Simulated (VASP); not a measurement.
# B (P6/mmm) in VASP: single point with r2SCAN

Aim: the single point of B with r2SCAN.

Everything below comes from runs of VASP 6.6.1. Logs are shortened: lines on timing, memory, paths and dates and some standing lists are left out, and cuts for length are marked.

## (1) The cell of the first run

Symmetry: P6/mmm, No. 191, hexagonal system. The conventional cell has a = 1.702 Å, b = 1.702 Å, c = 3.635 Å, α = 90.00°, β = 90.00°, γ = 120.00°. Within 2.3 Å of B (site symmetry 6/mmm) lie 6 B at 1.70 Å.

## (2) Single point, r2SCAN

POSCAR reads:

```
B
1.0
    1.7024335800      0.0000000000      0.0000000000
   -0.8512167900      1.4743507200      0.0000000000
    0.0000000000      0.0000000000      3.6354228500
B
1
Direct
    0.0000000000      0.0000000000      0.0000000000
```

INCAR.step1 reads:

```
ALGO = Normal
EDIFF = 1E-5
ENCUT = 550
GGA = PE
GGA_COMPAT = F
ISMEAR = 0
LASPH = T
LCHARG = F
LREAL = F
LWAVE = T
NBANDS = 8
NELM = 120
PREC = Accurate
SIGMA = 0.1
```

INCAR.step2 reads:

```
ALGO = Normal
EDIFF = 1E-6
ENCUT = 550
GGA_COMPAT = F
ISIF = 2
ISMEAR = 0
ISTART = 1
LASPH = T
LCHARG = F
LMIXTAU = T
LREAL = F
LWAVE = F
METAGGA = R2SCAN
NBANDS = 8
NELM = 120
PREC = Accurate
SIGMA = 0.1
```

KPOINTS reads:

```
k-points
0
Gamma
  15 15 6
```

Potentials or basis: VASP PAW PBE potentials, release 64 (B).

Started as:

```console
$ cat potpaw_PBE.64/B/POTCAR > POTCAR
$ cp INCAR.step1 INCAR
$ mpirun -np 1 vasp_std > vasp.out
$ cp INCAR.step2 INCAR
$ mpirun -np 1 vasp_std > vasp.out
```

OUTCAR:

```text
EDIFF = 1E-6
   ENCUT = 550
   ISIF = 2
   ISMEAR = 0
   ISTART = 1
   LASPH = T
   LREAL = F
   METAGGA = R2SCAN
   NELM = 120
   PREC = Accurate

 ion  position               nearest neighbor table
   1  0.000  0.000  0.000-

  LATTYP: Found a hexagonal cell.
 ALAT       =     1.7024335800
 C/A-ratio  =     2.1354271278

  Lattice vectors:

 A1 = (   1.7024335800,   0.0000000000,   0.0000000000)
 A2 = (  -0.8512167900,   1.4743507200,   0.0000000000)
 A3 = (   0.0000000000,   0.0000000000,   3.6354228500)

Analysis of symmetry for initial positions (statically):
=====================================================================
 Subroutine PRICEL returns:
 Original cell was already a primitive cell.

 Routine SETGRP: Setting up the symmetry group for a
 hexagonal supercell.

 Subroutine GETGRP returns: Found 24 space group operations
 (whereof 24 operations were pure point group operations)
 out of a pool of 24 trial point group operations.

The static configuration has the point symmetry D_6h.

Analysis of symmetry for dynamics (positions and initial velocities):
=====================================================================
 Subroutine PRICEL returns:
 Original cell was already a primitive cell.

 Routine SETGRP: Setting up the symmetry group for a
 hexagonal supercell.

 Subroutine GETGRP returns: Found 24 space group operations
 (whereof 24 operations were pure point group operations)
 out of a pool of 24 trial point group operations.

The dynamic configuration has the point symmetry D_6h.

 Subroutine INISYM returns: Found 24 space group operations
 (whereof 24 operations are pure point group operations),
 and found     1 'primitive' translations

----------------------------------------------------------------------------------------

                                     Primitive cell

  volume of cell :       9.1249

  direct lattice vectors                    reciprocal lattice vectors
     1.702433580  0.000000000  0.000000000     0.587394429  0.339132333  0.000000000
    -0.851216790  1.474350720  0.000000000     0.000000000  0.678264667  0.000000000
     0.000000000  0.000000000  3.635422850     0.000000000  0.000000000  0.275071165

  length of vectors
     1.702433580  1.702433573  3.635422850     0.678264664  0.678264667  0.275071165

  position of ions in fractional coordinates (direct lattice)
     0.000000000  0.000000000  0.000000000

  ion indices of the primitive-cell ions
   primitive index   ion index
                 1           1

----------------------------------------------------------------------------------------

 KPOINTS: k-points

Automatic generation of k-mesh.
 Grid dimensions read from file:
 generate k-points for:   15   15    6

 Generating k-lattice:

  Cartesian coordinates                     Fractional coordinates (reciprocal lattice)
     0.039159629  0.022608822  0.000000000     0.066666667  0.000000000  0.000000000
     0.000000000  0.045217644  0.000000000     0.000000000  0.066666667  0.000000000
     0.000000000  0.000000000  0.045845194     0.000000000  0.000000000  0.166666667

  Length of vectors
     0.045217644  0.045217644  0.045845194

  Shift w.r.t. Gamma in fractional coordinates (k-lattice)
     0.000000000  0.000000000  0.000000000

 Subroutine IBZKPT returns following result:
 ===========================================

 Found    108 irreducible k-points:

 Following reciprocal coordinates:
            Coordinates               Weight
  0.000000  0.000000  0.000000      1.000000
  0.066667  0.000000  0.000000      6.000000
  0.133333 -0.000000  0.000000      6.000000
  0.200000  0.000000  0.000000      6.000000
  0.266667 -0.000000  0.000000      6.000000
  0.333333  0.000000  0.000000      6.000000
[... 16 lines left out ...]
  0.333333  0.200000  0.000000     12.000000
  0.400000  0.200000  0.000000      6.000000
 [... further k-points ...]
   k-points           NKPTS =    108   k-points in BZ     NKDIM =    108   number of bands    NBANDS=      8
   number of dos      NEDOS =    301   number of ions     NIONS =      1
   total plane-waves  NPLWV =   5488
   dimension x,y,z NGX =    14 NGY =   14 NGZ =   28
   dimension x,y,z NGXF=    28 NGYF=   28 NGZF=   56
   ions per type =               1
   NGX,Y,Z   is equivalent  to a cutoff of  13.67, 13.67, 12.80 a.u.
   NGXF,Y,Z  is equivalent  to a cutoff of  27.34, 27.34, 25.61 a.u.
 SYSTEM =  unknown system
   PREC   = accura    normal or accurate (medium, high low for compatibility)
   ISTART =      1    job   : 0-new  1-cont  2-samecut
   ICHARG =      0    charge: 1-file 2-atom 10-const
   ISPIN  =      1    spin polarized calculation?
   LNONCOLLINEAR =      F non collinear calculations
   LSORBIT =      F    spin-orbit coupling
   LASPH  =      T    aspherical Exc in radial PAW
   ENCUT  =  550.0 eV  40.42 Ry    6.36 a.u.   3.26  3.26  6.95*2*pi/ulx,y,z
   NELM   =    120;   NELMIN=  2; NELMDL=  0     # of ELM steps
   EDIFF  = 0.1E-05   stopping-criterion for ELM
   LREAL  =      F    real-space projection
   EDIFFG = 0.1E-04   stopping-criterion for IOM
   NSW    =      0    number of steps for IOM
   IBRION =     -1    ionic relax: 0-MD 1-quasi-New 2-CG
   NFREE  =      0    steps in history (QN), initial steepest desc. (CG)
   ISIF   =      2    stress and relaxation
   ISYM   =      2    0-nonsym 1-usesym 2-fastsym
   POTIM  = 0.5000    time-step for ionic-motion
   TEBEG  =    0.0;   TEEND  =   0.0 temperature during run
   PSTRESS=    0.0 pullay stress
   NELECT =       3.0000    total number of electrons
   NUPDOWN=      -1.0000    fix difference up-down
   EMIN   =  10.00;   EMAX   =-10.00  energy-range for DOS
   EFERMI =   0.00;   METHOD = LEGACY
   ISMEAR =     0;   SIGMA  =   0.10  broadening in eV -4-tet -1-fermi 0-gaus
   EFERMI_NEDOS =   21; number of points for ismear=-14 and -15
   IALGO  =     38    algorithm
   IMIX   =      4    mixing-type and parameters
     AMIX     =   0.40;   BMIX     =  1.00
     AMIX_MAG =   1.60;   BMIX_MAG =  1.00
  volume/ion in A,a.u.               =       9.12        61.58
  Fermi-wavevector in a.u.,A,eV,Ry     =   1.129900  2.135201 17.370199  1.276674
  Thomas-Fermi vector in A             =   2.266595
   LORBIT       =      0    0 simple, 1 ext, 2 COOP (PROOUT), +10 PAW based schemes
   METAGGA = R2SCAN    functional components
   LHFCALC =     F    Hartree Fock is set to
   AEXX    =    0.0000 exact exchange contribution
   IVDW    =     0    specifies the selected vdW correction
   LEPSILON=     F    determine dielectric tensor
   LRPA    =     F    only Hartree local field effects (RPA)
 non-spin polarized calculation
 Gauss-broadening in eV      SIGMA  =   0.10
  energy-cutoff  :      550.00
  volume of cell :        9.12
 maximum number of plane-waves:       278
 NGX is ok and might be reduce to    14
   NGX =  7   NGY =  7   NGZ = 13

 number of electron       3.0000000 magnetization

 Free energy of the ion-electron system (eV)
  ---------------------------------------------------
  ext. energy  EPLUGINS =         0.00000000
  ---------------------------------------------------
  free energy    TOTEN  =        -6.60663542 eV

  energy without entropy =       -6.60556205  energy(sigma->0) =       -6.60609873

 E-fermi :   5.3195     XC(G=0): -10.7760

 val. band max:        5.2462819226   @ k =   0.2667   0.1333   0.3333
 cond. band min:       5.3899311303   @ k =   0.4000   0.2000   0.0000
 fundamental gap:      0.1436492077
 Fermi energy:         5.3194911284

 k-point     1 :       0.0000    0.0000    0.0000
  band No.  band energies     occupation
      1     -13.0265      2.00000
      2      -1.8405      2.00000
      3       7.9655      0.00000
      4      32.1062      0.00000
      5      32.1062      0.00000
      6      32.9090      0.00000
      7      38.6933      0.00000
      8      53.5527      0.00000

 k-point     2 :       0.0667    0.0000    0.0000
  band No.  band energies     occupation
      1     -12.8048      2.00000
      2      -1.5289      2.00000
      3       8.2287      0.00000
      4      30.8787      0.00000
      5      31.3980      0.00000
      6      33.1457      0.00000
      7      39.3616      0.00000
      8      49.7028      0.00000

 k-point     3 :       0.1333   -0.0000    0.0000
  band No.  band energies     occupation
      1     -12.1427      2.00000
      2      -0.5964      2.00000
      3       9.0104      0.00000
      4      27.7712      0.00000
      5      29.6974      0.00000
      6      33.8014      0.00000
      7      40.4121      0.00000
      8      46.7320      0.00000

 k-point     4 :       0.2000    0.0000    0.0000
  band No.  band energies     occupation
      1     -11.0506      2.00000
      2       0.9490      2.00000
      3      10.2648      0.00000
      4      23.6079      0.00000
      5      27.6982      0.00000
      6      34.5773      0.00000
      7      40.6654      0.00000
      8      46.4519      0.00000

 k-point     5 :       0.2667   -0.0000    0.0000
  band No.  band energies     occupation
      1      -9.5554      2.00000
      2       3.0884      2.00000
      3      11.7432      0.00000
      4      19.4034      0.00000
      5      25.8395      0.00000
      6      33.9900      0.00000
      7      40.6611      0.00000
      8      42.0356      0.00000

 k-point     6 :       0.3333    0.0000    0.0000
  band No.  band energies     occupation
      1      -7.7256      2.00000
      2       5.7752      0.00000
      3      11.7881      0.00000
      4      17.4146      0.00000
      5      24.3376      0.00000
      6      29.9703      0.00000
      7      38.1934      0.00000
      8      40.9529      0.00000

 k-point     7 :       0.4000   -0.0000    0.0000
  band No.  band energies     occupation
      1      -5.7537      2.00000
      2       8.8659      0.00000
      3       9.0974      0.00000
      4      19.4066      0.00000
      5      23.2964      0.00000
      6      24.9965      0.00000
      7      32.5023      0.00000
      8      41.3998      0.00000

 k-point     8 :       0.4667    0.0000    0.0000
  band No.  band energies     occupation
      1      -4.2134      2.00000
      2       6.8234      0.00000
      3      11.7104      0.00000
      4      21.0847      0.00000
      5      22.7657      0.00000
      6      22.8506      0.00000
      7      27.5522      0.00000
      8      41.7200      0.00000

 k-point     9 :       0.0667    0.0667    0.0000
  band No.  band energies     occupation
      1     -12.3627      2.00000
      2      -0.9068      2.00000
      3       8.7520      0.00000
      4      29.2154      0.00000
      5      29.6293      0.00000
      6      33.5944      0.00000
      7      40.3844      0.00000
      8      47.1577      0.00000

 k-point    10 :       0.1333    0.0667    0.0000
  band No.  band energies     occupation
      1     -11.4842      2.00000
      2       0.3324      2.00000
      3       9.7799      0.00000
      4      25.7112      0.00000
      5      27.4921      0.00000
      6      34.3478      0.00000
      7      41.5467      0.00000
      8      45.9929      0.00000
[... 78 lines left out ...]
 k-point    18 :       0.2667    0.1333    0.0000
  band No.  band energies     occupation
      1      -7.0366      2.00000
      2       6.6638      0.00000
      3      12.3957      0.00000
      4      16.1232      0.00000
      5      22.3132      0.00000
      6      30.4627      0.00000
      7      39.2112      0.00000
      8      41.2568      0.00000

 k-point    19 :       0.3333    0.1333    0.0000
  band No.  band energies     occupation
      1      -4.9880      2.00000
      2       9.0613      0.00000
      3       9.7157      0.00000
      4      17.5820      0.00000
      5      22.4685      0.00000
      6      25.7836      0.00000
      7      33.7866      0.00000
      8      40.2944      0.00000

 k-point    20 :       0.4000    0.1333    0.0000
  band No.  band energies     occupation
      1      -3.3147      2.00000
      2       6.5246      0.00000
      3      12.4888      0.00000
      4      18.4317      0.00000
      5      22.0301      0.00000
      6      24.3822      0.00000
      7      29.2737      0.00000
      8      39.7691      0.00000

 k-point    21 :       0.2000    0.2000    0.0000
  band No.  band energies     occupation
      1      -7.1980      2.00000
      2       6.3785      0.00000
      3      14.1619      0.00000
      4      14.3881      0.00000
      5      21.9476      0.00000
      6      32.0385      0.00000
      7      40.1843      0.00000
      8      42.6702      0.00000

 k-point    22 :       0.2667    0.2000    0.0000
  band No.  band energies     occupation
      1      -5.1634      2.00000
      2       9.2230      0.00000
      3      10.3976      0.00000
      4      15.5082      0.00000
      5      22.1927      0.00000
      6      28.5883      0.00000
      7      36.7327      0.00000
      8      37.4842      0.00000

 k-point    23 :       0.3333    0.2000    0.0000
  band No.  band energies     occupation
      1      -3.0400      2.00000
      2       6.9974      0.00000
      3      12.2051      0.00000
      4      16.1304      0.00000
      5      24.1197      0.00000
      6      24.6738      0.00000
      7      32.5094      0.00000
      8      35.0743      0.00000

 k-point    24 :       0.4000    0.2000    0.0000
  band No.  band energies     occupation
      1      -1.8726      2.00000
      2       5.3899      0.31917
      3      13.8865      0.00000
      4      16.2596      0.00000
      5      22.5938      0.00000
      6      26.3643      0.00000
      7      29.3181      0.00000
      8      34.5930      0.00000

 [... further k-points ...]
[... 5 lines left out ...]
  --------------------------------------------------------------------------------------
  -------------------------------------------------------------------------------------
  Total        0.0786981      0.0786981     -0.0388664      0.0000000      0.0000000      0.0000000
  in kB       13.8181258     13.8181256     -6.8243114      0.0000000      0.0000000      0.0000000
  external PRESSURE =       6.9373134 kB  Pullay stress =       0.0000000 kB

 VOLUME and BASIS-vectors are now :
 -----------------------------------------------------------------------------
  energy-cutoff  :      550.00
  volume of cell :        9.12
      direct lattice vectors                 reciprocal lattice vectors
     1.702433580  0.000000000  0.000000000     0.587394429  0.339132333  0.000000000
    -0.851216790  1.474350720  0.000000000     0.000000000  0.678264667  0.000000000
     0.000000000  0.000000000  3.635422850     0.000000000  0.000000000  0.275071165

 POSITION                                       TOTAL-FORCE (eV/Angst)
 -----------------------------------------------------------------------------------
      0.00000      0.00000      0.00000         0.000000      0.000000      0.000000
 -----------------------------------------------------------------------------------
    total drift:                               -0.000000     -0.000000     -0.000000

  FREE ENERGIE OF THE ION-ELECTRON SYSTEM (eV)
  ---------------------------------------------------
  free  energy   TOTEN  =        -6.6066354158 eV

  energy  without entropy=       -6.6055620478  energy(sigma->0) =       -6.60609873
```

It took 30 s on 1 thread of Intel Xeon 6975P-C, shared host; peak memory 0.12 GiB.

Results:

```yaml
Free_energy: -6.6066 eV
Pressure: 0.7 GPa
```

Levels at points of the mesh, in eV from the Fermi level:
```tsv
k point	band 1	band 2	band 3	band 4	band 5
(0.00, 0.00, 0.00)	-18.35	-7.16	2.65	26.79	26.79
(0.00, 0.00, 0.50)	-18.03	-9.10	9.80	14.30	26.80
```

Caveat: the PAW data sets were made with another functional, which shifts forces and pressure a little.
